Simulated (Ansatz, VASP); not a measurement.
One calculation of Hg, two programs

```
Hg
1.0
     5.32801    0.00000    0.00000
    -2.66400    4.61419    0.00000
     0.00000    0.00000    3.13958
Hg
3
Direct
  0.33333 0.66667 0.50000
  0.66667 0.33333 0.50000
  0.00000 0.00000 0.00000
```

Alike in both runs: functional PBE; dispersion D3(BJ); k mesh 9 × 9 × 14; occupations gaussian, width 0.1 eV; no spin polarisation.

Ansatz relaxed the structure, and its values are those at the end. VASP's run is a single point on that final structure, the one shown.

|  | VASP | Ansatz |
| --- | --- | --- |
| version | VASP 6.6.1 | Ansatz 0.2.0 |
| potentials or method | VASP PAW PBE potentials, release 64 (Hg), cutoff 520 eV | scalar-relativistic, plane waves, PAW |
| valence electrons in the cell | 36 | 60 |

|  | VASP | Ansatz | Ansatz less VASP |
| --- | --- | --- | --- |
| gap on the k mesh at the Fermi level (eV) | none | none | - |
| pressure (GPa) | 0.2 | 0.0 | -0.21 |

A gap of «none» marks a metal or a gap that the smearing closes. VASP's potentials hold 36 valence electrons a cell and Ansatz's 60, so a difference there can come from the potentials and not from the codes.

Neither program's run includes spin-orbit coupling.
